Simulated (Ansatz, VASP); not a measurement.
# AlN: VASP beside Ansatz

File INCAR:

```
PREC = Accurate
ENCUT = 520
EDIFF = 1E-7
ISMEAR = 0
SIGMA = 0.05
LREAL = False
LASPH = True
NELM = 80
ALGO = Normal
ISIF = 2
LWAVE = False
LCHARG = False
GGA = PE
NBANDS = 26
```

The input KPOINTS:

```
Automatic mesh
0
Gamma
  8 6 4
```

POSCAR

```
AlN
1.0
   -1.6567491617      2.8695737234      0.0000000000
    0.0000000000      0.0000000000      4.1874629526
    4.9702474850      2.8695737234      0.0000000000
Al N
4 4
Direct
    0.5088240279      0.7500000000      0.2456605603
    0.0000000000      0.7500000000      0.6666666667
    0.0000000000      0.2500000000      0.3333333333
    0.5000000000      0.2500000000      0.8333333333
    0.5000000000      0.2500000000      0.1666666667
    0.0000000000      0.2500000000      0.6666666667
    0.0000000000      0.7500000000      0.3333333333
    0.5000000000      0.7500000000      0.8333333333
```

Input for Ansatz:

```yaml
crystal:
  lattice:
    - [-1.6567491617, 2.8695737234, 0.0]
    - [0.0, 0.0, 4.1874629526]
    - [4.970247485, 2.8695737234, 0.0]
  atoms:
    - { symbol: Al, position: [0.5088240279, 0.75, 0.2456605603] }
    - { symbol: Al, position: [0.0, 0.75, 0.6666666667] }
    - { symbol: Al, position: [0.0, 0.25, 0.3333333333] }
    - { symbol: Al, position: [0.5, 0.25, 0.8333333333] }
    - { symbol: "N", position: [0.5, 0.25, 0.1666666667] }
    - { symbol: "N", position: [0.0, 0.25, 0.6666666667] }
    - { symbol: "N", position: [0.0, 0.75, 0.3333333333] }
    - { symbol: "N", position: [0.5, 0.75, 0.8333333333] }
basis:
  ecutwfc: 420
kpoints:
  mp_grid: { grid: [8, 6, 4] }
hamiltonian:
  xc: pbe
  pseudopotentials: { kind: paw, azcp: { folder: soft_1 } }
scf:
  occupations: { method: gaussian, width: 0.05 }
output:
  forces: true
  stress: true
  eigenvalues: true
```

Alike in both runs: task single point; functional PBE; k mesh 8 × 6 × 4; occupations gaussian, width 0.05 eV; no spin polarisation.

|  | VASP | Ansatz |
| --- | --- | --- |
| version | VASP 6.6.1 | Ansatz 0.2.0 |
| potentials or method | VASP PAW PBE potentials, release 64 (Al, N), cutoff 520 eV | scalar-relativistic, plane waves, PAW |
| valence electrons in the cell | 32 | 32 |

VASP gave:

* gap on the k mesh at the Fermi level (eV): 2.52
* least direct gap on the mesh (eV): 2.52
* pressure (GPa): 5.5
* traceless stress, the component that is largest in VASP (GPa): 8.67
* rms of the force components (eV/Å): 1.420

Q: Which values does Ansatz return?

A: gap on the k mesh at the Fermi level (eV): 2.51; least direct gap on the mesh (eV): 2.51; pressure (GPa): 5.6; traceless stress, the component that is largest in VASP (GPa): 8.67; rms of the force components (eV/Å): 1.414.

Atom by atom the forces differ by 0.008 eV/Å (rms over components).
